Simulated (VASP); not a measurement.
Write the native input for VASP 6.6.1 that does the following.

```
Task                   : single point
Functional             : PBEsol
Potentials or basis    : VASP PAW PBE potentials, release 64 (Hf_pv, N)
Cutoff                 : 520 eV
k mesh                 : 16 × 16 × 16
Occupations            : fermi-dirac, width 0.15 eV
Spin                   : no spin polarisation
Dipole correction      : no
Further INCAR settings : ALGO = Normal; EDIFF = 1e-06; NBANDS = 14
```

The structure of HfN lies in POSCAR:

```
HfN
1.0
    0.0000000000      2.2511619679      2.2511619679
    2.2511619679      0.0000000000      2.2511619679
    2.2511619679      2.2511619679      0.0000000000
Hf N
1 1
Direct
    0.0000000000      0.0000000000      0.0000000000
    0.5000000000      0.5000000000      0.5000000000
```

The input as run:

INCAR

```
ALGO = Normal ; EDIFF = 1E-6
ENCUT = 520 ; GGA = PS
ISIF = 2 ; ISMEAR = -1
LASPH = True ; LCHARG = False
LREAL = False ; LWAVE = False
NBANDS = 14 ; NELM = 60
PREC = Accurate ; SIGMA = 0.15
```

KPOINTS

```
k-points
0
Gamma
  16 16 16
```

Potentials or basis: VASP PAW PBE potentials, release 64 (Hf_pv, N).

Launch:

```console
$ cat potpaw_PBE.64/Hf_pv/POTCAR potpaw_PBE.64/N/POTCAR > POTCAR
$ mpirun -np 1 vasp_std > vasp.out
```

Results of the run:

```json
{"Pressure": "-2.2 GPa"}
```

Caveat: the PAW data sets were made with another functional, which shifts forces and pressure a little.

Run time: 17 s on 1 thread of Intel(R) Xeon(R) 6975P-C (Granite Rapids), with other jobs on the host, peak memory 0.17 GiB.
